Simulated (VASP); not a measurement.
Here is a VASP 6.6.1 calculation.

Contents of INCAR:

```
ALGO     = Normal         # electronic algorithm
EDIFF    = 1E-8           # SCF threshold, eV
ENCUT    = 520            # plane-wave cutoff, eV
GGA      = PS             # functional
GGA_COMPAT= F            
ISIF     = 2              # what is computed and relaxed
ISMEAR   = -1             # smearing method
LASPH    = T              # aspherical terms in the spheres
LCHARG   = F              # write CHGCAR
LEFG     = T            
LREAL    = F              # projectors in reciprocal space
LWAVE    = F              # write WAVECAR
NBANDS   = 33             # bands
NELM     = 120            # most SCF steps
PREC     = Accurate       # precision mode
SIGMA    = 0.01           # smearing width, eV
```

KPOINTS

```
k-points
0
Gamma
  6 6 9
```

The input POSCAR:

```
TaN
1.0
    5.0899302701      0.0000000000      0.0000000000
   -2.5449651350      4.4080089174      0.0000000000
    0.0000000000      0.0000000000      2.8515751625
Ta N
3 3
Direct
    0.3333333333      0.6666666667      0.5000000000
    0.6666666667      0.3333333333      0.5000000000
    0.0000000000      0.0000000000      0.0000000000
    0.3928500000      0.0000000000      0.0000000000
    0.6071500000      0.6071500000      0.0000000000
    0.0000000000      0.3928500000      0.0000000000
```

Potentials or basis: VASP PAW PBE potentials, release 64 (Ta_pv, N).

Command:

```bash
$ cat potpaw_PBE.64/Ta_pv/POTCAR potpaw_PBE.64/N/POTCAR > POTCAR
$ mpirun -np 1 vasp_std > vasp.out
```

**Question.** Estimate the band gap on the k mesh.

**Answer.** Zero (bands 24 and 25 overlap by 3.30 eV).

**Question.** Estimate the pressure.

**Answer.** 19.9 GPa.

Electric field gradients, principal values (V/Å²):
```tsv
atom	least	middle	greatest (by size)
1 Ta	111.559	111.559	-223.118
2 Ta	111.559	111.559	-223.118
3 Ta	-104.156	-104.158	208.314
4 N	4.472	9.317	-13.789
5 N	4.473	9.317	-13.790
6 N	4.472	9.317	-13.789
```

Caveat: the cell stands under pressure; without QUAD_EFG the Cq values of the log hold for a quadrupole moment of 1 mb, not for the nuclei; the PAW data sets were made with another functional, which shifts forces and pressure a little; spin-orbit coupling is left out, which moves the levels of the heavy elements.
